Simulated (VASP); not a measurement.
Set up this calculation in VASP 6.6.1, as the native input.

* Task: electric field gradients
* Functional: PBEsol
* Potentials or basis: VASP PAW PBE potentials, release 64 (Mg)
* Cutoff: 520 eV
* k mesh: 12 × 12 × 7
* Occupations: fermi-dirac, width 0.08 eV
* Spin: no spin polarisation
* Dipole correction: no
* Further INCAR settings: ALGO = Normal; EDIFF = 1e-08; NBANDS = 9

The structure of Mg lies in POSCAR:

```
Mg
1.0
    3.2092715325      0.0000000000      0.0000000000
   -1.6046357662      2.7793106748      0.0000000000
    0.0000000000      0.0000000000      5.0540201000
Mg
2
Direct
    0.3333333333      0.6666666667      0.2500000000
    0.6666666667      0.3333333333      0.7500000000
```

This cell differs from its parent crystal: zz strain of -3 %.

The input as run:

INCAR

```
PREC     = Accurate       # precision mode
ENCUT    = 520            # plane-wave cutoff, eV
EDIFF    = 1E-8           # SCF threshold, eV
ISMEAR   = -1             # smearing method
SIGMA    = 0.08           # smearing width, eV
LREAL    = False          # projectors in reciprocal space
LASPH    = True           # aspherical terms in the spheres
NELM     = 60             # most SCF steps
ALGO     = Normal         # electronic algorithm
ISIF     = 2              # what is computed and relaxed
LWAVE    = False          # write WAVECAR
LCHARG   = False          # write CHGCAR
GGA      = PS             # functional
LEFG     = True         
NBANDS   = 9              # bands
```

KPOINTS

```
regular mesh
0
Gamma
  12 12 7
```

Potentials or basis: VASP PAW PBE potentials, release 64 (Mg).

Launch:

```bash
$ cat potpaw_PBE.64/Mg/POTCAR > POTCAR
$ mpirun -np 1 vasp_std > vasp.out
```

It gave:

```json
{
  "Pressure": "-0.1 GPa",
  "Band gap on the k mesh": "zero (band 2 reaches 3.60 eV, above the bottom of band 3 at 1.74 eV)"
}
```

Caveat: the cell differs from its parent crystal (zz strain of -3 %); without QUAD_EFG the Cq values of the log hold for a quadrupole moment of 1 mb, not for the nuclei; the PAW data sets were made with another functional, which shifts forces and pressure a little.

Run time: 11 s on 1 thread of Intel(R) Xeon(R) Platinum 8559C (Emerald Rapids), with other jobs on the host, peak memory 0.17 GiB.
